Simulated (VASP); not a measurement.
Set up this calculation in VASP 6.6.1, as the native input.

```yaml
Task: single point
Functional: PBE
Potentials_or_basis: VASP PAW PBE potentials, release 64 (Na_pv, I)
Cutoff: 520 eV
k_mesh: 10 × 10 × 6
Occupations: fermi-dirac, width 0.08 eV
Spin: no spin polarisation
Dipole_correction: no
Further_INCAR_settings: ALGO = Normal; EDIFF = 1e-06; NBANDS = 22
```

The structure of NaI (wurtzite type) lies in POSCAR:

```
NaI
1.0
    5.1452656430      0.0000000000      0.0000000000
   -2.5726328215      4.4559307560      0.0000000000
    0.0000000000      0.0000000000      8.0059904541
Na I
2 2
Direct
    0.3333333333      0.6666666667     -0.0063332689
    0.6666666667      0.3333333333      0.4936667311
    0.3333333333      0.6666666667      0.3823332689
    0.6666666667      0.3333333333      0.8823332689
```

These files were run (other wordings do the same):

INCAR

```
PREC     = Accurate       # precision mode
ENCUT    = 520            # plane-wave cutoff, eV
EDIFF    = 1E-6           # SCF threshold, eV
ISMEAR   = -1             # smearing method
SIGMA    = 0.08           # smearing width, eV
LREAL    = F              # projectors in reciprocal space
LASPH    = T              # aspherical terms in the spheres
NELM     = 100            # most SCF steps
ALGO     = Normal         # electronic algorithm
ISIF     = 2              # what is computed and relaxed
LWAVE    = F              # write WAVECAR
LCHARG   = F              # write CHGCAR
GGA      = PE             # functional
NBANDS   = 22             # bands
```

KPOINTS

```
regular mesh
0
Gamma
  10 10 6
```

Potentials or basis: VASP PAW PBE potentials, release 64 (Na_pv, I).

Command:

```sh
$ cat potpaw_PBE.64/Na_pv/POTCAR potpaw_PBE.64/I/POTCAR > POTCAR
$ mpirun -np 1 vasp_std > vasp.out
```

It gave:

- Pressure: 0.0 GPa
- Band gap on the k mesh: 3.70 eV

Caveat: spin-orbit coupling is left out, which moves the levels of the heavy elements.

Run time: 2.2 min on 1 thread of Intel(R) Xeon(R) Platinum 8559C (Emerald Rapids), with other jobs on the host, peak memory 0.4 GiB.
